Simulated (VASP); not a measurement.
A run of VASP 6.6.1:

INCAR

```
SYSTEM = TaN
  PREC = Accurate
  ENCUT = 700
  EDIFF = 1E-6
  ISMEAR = 0
  SIGMA = 0.05
  LREAL = .FALSE.
  LASPH = .TRUE.
  NELM = 200
  ALGO = Normal
  ISIF = 2
  LWAVE = .FALSE.
  LCHARG = .FALSE.
  ISPIN = 2
  MAGMOM = 2 2 2 0 0 0
  LORBIT = 11
  LMAXMIX = 4
  LDAU = .TRUE.
  LDAUTYPE = 2
  LDAUL = 2 -1
  LDAUU = 3 0
  LDAUJ = 0 0
  LDAUPRINT = 1
  GGA = CA
  NBANDS = 40
  GGA_COMPAT = .FALSE.
```

KPOINTS

```
Automatic mesh
0
G
  4 4 6
  0 0 0
```

Contents of POSCAR:

```
TaN
1.0
    5.1960001500      0.0000000000      0.0000000000
   -2.5980000800      4.4998681300      0.0000000000
    0.0000000000      0.0000000000      2.9109996000
Ta N
3 3
Direct
    0.3333333333      0.6666666667      0.5000000000
    0.6666666667      0.3333333333      0.5000000000
    0.0000000000      0.0000000000      0.0000000000
    0.3928500000      0.0000000000      0.0000000000
    0.6071500000      0.6071500000      0.0000000000
    0.0000000000      0.3928500000      0.0000000000
```

Potentials or basis: VASP PAW LDA potentials, release 64 (Ta_sv_GW, N).

Launch:

```sh
$ cat potpaw_LDA.64/Ta_sv_GW/POTCAR potpaw_LDA.64/N/POTCAR > POTCAR
$ mpirun -np 1 vasp_std > vasp.out
```

Hardware: 1 thread of Intel(R) Xeon(R) Platinum 8259CL CPU @ 2.50GHz (Skylake/Cascade Lake) (shared host).

Problem. How long does it take, and how much memory?

Solution. Run time: 3.8 min on 1 thread of Intel(R) Xeon(R) Platinum 8259CL CPU @ 2.50GHz (Skylake/Cascade Lake) (shared host), peak memory 0.29 GiB. Counts: scf iterations 20, k points 16.
